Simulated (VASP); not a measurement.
# Co2Si (P6/mmm) in VASP: single point with r2SCAN

Aim: the single point of Co2Si with r2SCAN.

Program: VASP 6.6.1. These are calculated values, not measurements. Logs are shortened: lines on timing, memory, paths and dates and some standing lists are left out, and cuts for length are marked.

**1. The cell of the first run**

The structure is hexagonal, space group P6/mmm (No. 191). Conventional cell: a = 3.912 Å, b = 3.912 Å, c = 2.476 Å, α = 90.00°, β = 90.00°, γ = 120.00°. Within 3.0 Å of Co (site symmetry -6m2) lie 5 Co at 2.26 to 2.48 Å and 6 Si at 2.58 Å. Si (site symmetry 6/mmm) has 2 Si at 2.48 Å and 12 Co at 2.58 Å within 3.3 Å.

**2. Single point, r2SCAN, collinear spin, ferromagnetic start**

POSCAR

```
Co2Si
1.0
    3.9116181585      0.0000000000      0.0000000000
   -1.9558090793      3.3875606951      0.0000000000
    0.0000000000      0.0000000000      2.4761961159
Co Si
2 1
Direct
    0.3333333333      0.6666666667      0.5000000000
    0.6666666667      0.3333333333      0.5000000000
    0.0000000000      0.0000000000      0.0000000000
```

INCAR.step1

```
PREC = Accurate ; ENCUT = 520
ISMEAR = 0 ; SIGMA = 0.1
LREAL = F ; LASPH = T
NELM = 150 ; ISPIN = 2
MAGMOM = 1.63 1.63 0 ; LMAXMIX = 4
NBANDS = 22 ; GGA = PE
ALGO = Normal ; EDIFF = 1E-4
LWAVE = T ; LCHARG = F
```

INCAR.step2

```
PREC = Accurate ; ENCUT = 520
EDIFF = 1E-7 ; ISMEAR = 0
SIGMA = 0.1 ; LREAL = F
LASPH = T ; NELM = 150
ALGO = Normal ; ISIF = 2
LWAVE = F ; LCHARG = F
ISPIN = 2 ; MAGMOM = 1.63 1.63 0
LORBIT = 11 ; LMAXMIX = 4
METAGGA = R2SCAN ; LMIXTAU = T
NBANDS = 22 ; ISTART = 1
```

KPOINTS

```
Automatic mesh
0
Gamma
  12 12 18
```

Potentials or basis: VASP PAW PBE potentials, release 64 (Co, Si).

Launch:

```bash
$ cat potpaw_PBE.64/Co/POTCAR potpaw_PBE.64/Si/POTCAR > POTCAR
$ cp INCAR.step1 INCAR
$ mpirun -np 1 vasp_std > vasp.out
$ cp INCAR.step2 INCAR
$ mpirun -np 1 vasp_std > vasp.out
```

OUTCAR:

```text
PREC = Accurate
   ENCUT = 520
   EDIFF = 1E-7
   ISMEAR = 0
   LREAL = F
   LASPH = T
   NELM = 150
   ISIF = 2
   ISPIN = 2
   LORBIT = 11
   METAGGA = R2SCAN
   ISTART = 1

 ion  position               nearest neighbor table
   1  0.333  0.667  0.500-   2 2.26   2 2.26   2 2.26   3 2.58   3 2.58   3 2.58   3 2.58   3 2.58
                             3 2.58
   2  0.667  0.333  0.500-   1 2.26   1 2.26   1 2.26   3 2.58   3 2.58   3 2.58   3 2.58   3 2.58
                             3 2.58
   3  0.000  0.000  0.000-   1 2.58   2 2.58   1 2.58   2 2.58   1 2.58   1 2.58   2 2.58   2 2.58
                             2 2.58   2 2.58   1 2.58   1 2.58

  LATTYP: Found a hexagonal cell.
 ALAT       =     3.9116181585
 C/A-ratio  =     0.6330362565

  Lattice vectors:

 A1 = (   3.9116181585,   0.0000000000,   0.0000000000)
 A2 = (  -1.9558090793,   3.3875606951,   0.0000000000)
 A3 = (   0.0000000000,   0.0000000000,   2.4761961159)

Analysis of symmetry for initial positions (statically):
=====================================================================
 Subroutine PRICEL returns:
 Original cell was already a primitive cell.

 Routine SETGRP: Setting up the symmetry group for a
 hexagonal supercell.

 Subroutine GETGRP returns: Found 24 space group operations
 (whereof 24 operations were pure point group operations)
 out of a pool of 24 trial point group operations.

The static configuration has the point symmetry D_6h.

Analysis of symmetry for dynamics (positions and initial velocities):
=====================================================================
 Subroutine PRICEL returns:
 Original cell was already a primitive cell.

 Routine SETGRP: Setting up the symmetry group for a
 hexagonal supercell.

 Subroutine GETGRP returns: Found 24 space group operations
 (whereof 24 operations were pure point group operations)
 out of a pool of 24 trial point group operations.

The dynamic configuration has the point symmetry D_6h.

Analysis of structural, dynamic, and magnetic symmetry:
=====================================================================
 Subroutine PRICEL returns:
 Original cell was already a primitive cell.

 Routine SETGRP: Setting up the symmetry group for a
 hexagonal supercell.

 Subroutine GETGRP returns: Found 24 space group operations
 (whereof 24 operations were pure point group operations)
 out of a pool of 24 trial point group operations.

The overall configuration has the point symmetry D_6h.

 Subroutine INISYM returns: Found 24 space group operations
 (whereof 24 operations are pure point group operations),
 and found     1 'primitive' translations

----------------------------------------------------------------------------------------

                                     Primitive cell

  volume of cell :      32.8117

  direct lattice vectors                    reciprocal lattice vectors
     3.911618159  0.000000000  0.000000000     0.255648675  0.147598831  0.000000000
    -1.955809079  3.387560695  0.000000000     0.000000000  0.295197663  0.000000000
     0.000000000  0.000000000  2.476196116     0.000000000  0.000000000  0.403845234

  length of vectors
     3.911618159  3.911618158  2.476196116     0.295197663  0.295197663  0.403845234

  position of ions in fractional coordinates (direct lattice)
     0.333333333  0.666666667  0.500000000
     0.666666667  0.333333333  0.500000000
     0.000000000  0.000000000  0.000000000

  ion indices of the primitive-cell ions
   primitive index   ion index
                 1           1
                 2           2
                 3           3

----------------------------------------------------------------------------------------

 KPOINTS: Automatic mesh

Automatic generation of k-mesh.
 Grid dimensions read from file:
 generate k-points for:   12   12   18

 Generating k-lattice:

  Cartesian coordinates                     Fractional coordinates (reciprocal lattice)
     0.021304056  0.012299903  0.000000000     0.083333333  0.000000000  0.000000000
     0.000000000  0.024599805  0.000000000     0.000000000  0.083333333  0.000000000
     0.000000000  0.000000000  0.022435846     0.000000000  0.000000000  0.055555556

  Length of vectors
     0.024599805  0.024599805  0.022435846

  Shift w.r.t. Gamma in fractional coordinates (k-lattice)
     0.000000000  0.000000000  0.000000000

 Subroutine IBZKPT returns following result:
 ===========================================

 Found    190 irreducible k-points:

 Following reciprocal coordinates:
            Coordinates               Weight
  0.000000  0.000000  0.000000      1.000000
  0.083333  0.000000  0.000000      6.000000
  0.166667  0.000000  0.000000      6.000000
  0.250000  0.000000  0.000000      6.000000
  0.333333 -0.000000  0.000000      6.000000
  0.416667  0.000000  0.000000      6.000000
[... 16 lines left out ...]
  0.250000  0.000000  0.055556     12.000000
  0.333333 -0.000000  0.055556     12.000000
 [... further k-points ...]
   k-points           NKPTS =    190   k-points in BZ     NKDIM =    190   number of bands    NBANDS=     22
   number of dos      NEDOS =    301   number of ions     NIONS =      3
   total plane-waves  NPLWV =  16200
   dimension x,y,z NGX =    30 NGY =   30 NGZ =   18
   dimension x,y,z NGXF=    60 NGYF=   60 NGZF=   36
   ions per type =               2   1
   NGX,Y,Z   is equivalent  to a cutoff of  12.75, 12.75, 12.08 a.u.
   NGXF,Y,Z  is equivalent  to a cutoff of  25.50, 25.50, 24.17 a.u.
 SYSTEM =  unknown system
   PREC   = accura    normal or accurate (medium, high low for compatibility)
   ISTART =      1    job   : 0-new  1-cont  2-samecut
   ICHARG =      0    charge: 1-file 2-atom 10-const
   ISPIN  =      2    spin polarized calculation?
   LNONCOLLINEAR =      F non collinear calculations
   LSORBIT =      F    spin-orbit coupling
   LASPH  =      T    aspherical Exc in radial PAW
   ENCUT  =  520.0 eV  38.22 Ry    6.18 a.u.   7.27  7.27  4.60*2*pi/ulx,y,z
   NELM   =    150;   NELMIN=  2; NELMDL=  0     # of ELM steps
   EDIFF  = 0.1E-06   stopping-criterion for ELM
   LREAL  =      F    real-space projection
   EDIFFG = 0.1E-05   stopping-criterion for IOM
   NSW    =      0    number of steps for IOM
   IBRION =     -1    ionic relax: 0-MD 1-quasi-New 2-CG
   NFREE  =      0    steps in history (QN), initial steepest desc. (CG)
   ISIF   =      2    stress and relaxation
   ISYM   =      2    0-nonsym 1-usesym 2-fastsym
   POTIM  = 0.5000    time-step for ionic-motion
   TEBEG  =    0.0;   TEEND  =   0.0 temperature during run
   PSTRESS=    0.0 pullay stress
   NELECT =      22.0000    total number of electrons
   NUPDOWN=      -1.0000    fix difference up-down
   EMIN   =  10.00;   EMAX   =-10.00  energy-range for DOS
   EFERMI =   0.00;   METHOD = LEGACY
   ISMEAR =     0;   SIGMA  =   0.10  broadening in eV -4-tet -1-fermi 0-gaus
   EFERMI_NEDOS =   21; number of points for ismear=-14 and -15
   IALGO  =     38    algorithm
   IMIX   =      4    mixing-type and parameters
     AMIX     =   0.40;   BMIX     =  1.00
     AMIX_MAG =   1.60;   BMIX_MAG =  1.00
  volume/ion in A,a.u.               =      10.94        73.81
  Fermi-wavevector in a.u.,A,eV,Ry     =   1.432868  2.707728 27.934269  2.053111
  Thomas-Fermi vector in A             =   2.552449
   LORBIT       =     11    0 simple, 1 ext, 2 COOP (PROOUT), +10 PAW based schemes
   METAGGA = R2SCAN    functional components
   LHFCALC =     F    Hartree Fock is set to
   AEXX    =    0.0000 exact exchange contribution
   IVDW    =     0    specifies the selected vdW correction
   LEPSILON=     F    determine dielectric tensor
   LRPA    =     F    only Hartree local field effects (RPA)
 spin polarized calculation
 Gauss-broadening in eV      SIGMA  =   0.10
  energy-cutoff  :      520.00
  volume of cell :       32.81
 maximum number of plane-waves:       915
 NGX is ok and might be reduce to    30
   NGX = 15   NGY = 15   NGZ =  9

 number of electron      22.0000008 magnetization       2.7350897

 Free energy of the ion-electron system (eV)
  ---------------------------------------------------
  ext. energy  EPLUGINS =         0.00000000
  ---------------------------------------------------
  free energy    TOTEN  =       -34.90936330 eV

  energy without entropy =      -34.89654852  energy(sigma->0) =      -34.90295591

 E-fermi :  11.8813     XC(G=0): -14.0948

 val. band max:       11.8801701041   @ k =   0.0833   0.0833   0.2222
 cond. band min:      11.8867673315   @ k =   0.3333   0.2500   0.4444
 fundamental gap:      0.0065972275
 Fermi energy:        11.8812978990

 spin component 1

 k-point     1 :       0.0000    0.0000    0.0000
  band No.  band energies     occupation
      1      -1.8280      1.00000
      2       6.2192      1.00000
      3       6.2192      1.00000
      4       7.0310      1.00000
      5       8.2991      1.00000
      6       8.2991      1.00000
[... 14 lines left out ...]
     21      31.6876      0.00000
     22      35.3155      0.00000
[... 552 lines left out ...]
  band No.  band energies     occupation
      1      -0.5670      1.00000
      2       4.1553      1.00000
      3       6.7680      1.00000
      4       7.1807      1.00000
      5       7.5440      1.00000
      6       8.2351      1.00000
[... 14 lines left out ...]
     21      27.9018      0.00000
     22      30.0388      0.00000

 [... further k-points ...]

 spin component 2

 k-point     1 :       0.0000    0.0000    0.0000
  band No.  band energies     occupation
      1      -1.9819      1.00000
      2       6.8580      1.00000
      3       6.8580      1.00000
      4       8.2497      1.00000
      5       9.6334      1.00000
      6       9.6335      1.00000
[... 14 lines left out ...]
     21      31.7811      0.00000
     22      35.7528      0.00000
[... 552 lines left out ...]
  band No.  band energies     occupation
      1      -0.6864      1.00000
      2       4.2098      1.00000
      3       7.3054      1.00000
      4       8.0130      1.00000
      5       8.9568      1.00000
      6       9.3797      1.00000
[... 14 lines left out ...]
     21      28.1519      0.00000
     22      30.3292      0.00000

 [... further k-points ...]
[... 5 lines left out ...]
  --------------------------------------------------------------------------------------
  -------------------------------------------------------------------------------------
  Total       -0.0299040     -0.0299040     -0.0078000      0.0000000      0.0000000      0.0000000
  in kB       -1.4601957     -1.4601957     -0.3808684      0.0000000      0.0000000      0.0000000
  external PRESSURE =      -1.1004199 kB  Pullay stress =       0.0000000 kB

 VOLUME and BASIS-vectors are now :
 -----------------------------------------------------------------------------
  energy-cutoff  :      520.00
  volume of cell :       32.81
      direct lattice vectors                 reciprocal lattice vectors
     3.911618159  0.000000000  0.000000000     0.255648675  0.147598831  0.000000000
    -1.955809079  3.387560695  0.000000000     0.000000000  0.295197663  0.000000000
     0.000000000  0.000000000  2.476196116     0.000000000  0.000000000  0.403845234

 POSITION                                       TOTAL-FORCE (eV/Angst)
 -----------------------------------------------------------------------------------
     -0.00000      2.25837      1.23810        -0.000000      0.000000      0.000000
      1.95581      1.12919      1.23810         0.000000     -0.000000     -0.000000
      0.00000      0.00000      0.00000        -0.000000      0.000000      0.000000
 -----------------------------------------------------------------------------------
    total drift:                               -0.000000      0.000000      0.000000

  FREE ENERGIE OF THE ION-ELECTRON SYSTEM (eV)
  ---------------------------------------------------
  free  energy   TOTEN  =       -34.9093632987 eV

  energy  without entropy=      -34.8965485231  energy(sigma->0) =      -34.90295591

 total charge

# of ion       s       p       d       tot
------------------------------------------
    1        0.491   0.579   7.435   8.504
    2        0.491   0.579   7.435   8.504
    3        0.669   0.877   0.000   1.547
--------------------------------------------------
tot          1.651   2.035  14.870  18.556

 magnetization (x)

# of ion       s       p       d       tot
------------------------------------------
    1       -0.006  -0.005   1.437   1.425
    2       -0.006  -0.005   1.437   1.425
    3        0.003  -0.020   0.000  -0.017
--------------------------------------------------
tot         -0.010  -0.030   2.873   2.833
```

It took 8.2 min on 1 thread of Intel Xeon 6975P-C (Granite Rapids), shared host; peak memory 0.31 GiB.

Results:

```
Free energy                                           : -34.9094 eV
Pressure                                              : -0.1 GPa
Net moment                                            : 2.74 μB per cell
Site moments                                          : Co +1.43; Si -0.02 μB
Valence electrons inside the program's atomic spheres : Co 8.50; Si 1.55
```

Stress tensor (GPa, compression positive):
```
-0.15  0.00  0.00
 0.00 -0.15  0.00
 0.00  0.00 -0.04
```

Caveat: the PAW data sets were made with another functional, which shifts forces and pressure a little.
